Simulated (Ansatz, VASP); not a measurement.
**AlCo: VASP beside Ansatz**

```xyz
2
Lattice="2.8194 0.0000 0.0000 0.0000 2.8194 0.0000 0.0000 0.0000 2.7771" Properties=species:S:1:pos:R:3 pbc="T T T"
Al    0.0000    0.0000    0.0000
Co    1.4097    1.4097    1.3886
```

Change from the starting cell: strain +0.000 along x and y, -0.015 along z, atoms carried along.

Alike in both runs: task single point; functional PBEsol; k mesh 16 × 16 × 16; occupations gaussian, width 0.15 eV; no spin polarisation.

|  | VASP | Ansatz |
| --- | --- | --- |
| version | VASP 6.6.1 | Ansatz 0.2.0 |
| potentials or method | VASP PAW PBE potentials, release 64 (Al, Co), cutoff 520 eV | scalar-relativistic, plane waves, PAW |
| valence electrons in the cell | 12 | 20 |

```tsv
	VASP	Ansatz	Ansatz less VASP
gap on the k mesh at the Fermi level (eV)	none	none	-
pressure (GPa)	3.6	3.8	+0.19
traceless stress, the component that is largest in VASP (GPa)	2.02	2.03	+0.004
```

VASP's potentials were made for PBE, not for PBEsol. A gap of «none» marks a metal or a gap that the smearing closes. VASP's potentials hold 12 valence electrons a cell and Ansatz's 20, so a difference there can come from the potentials and not from the codes.
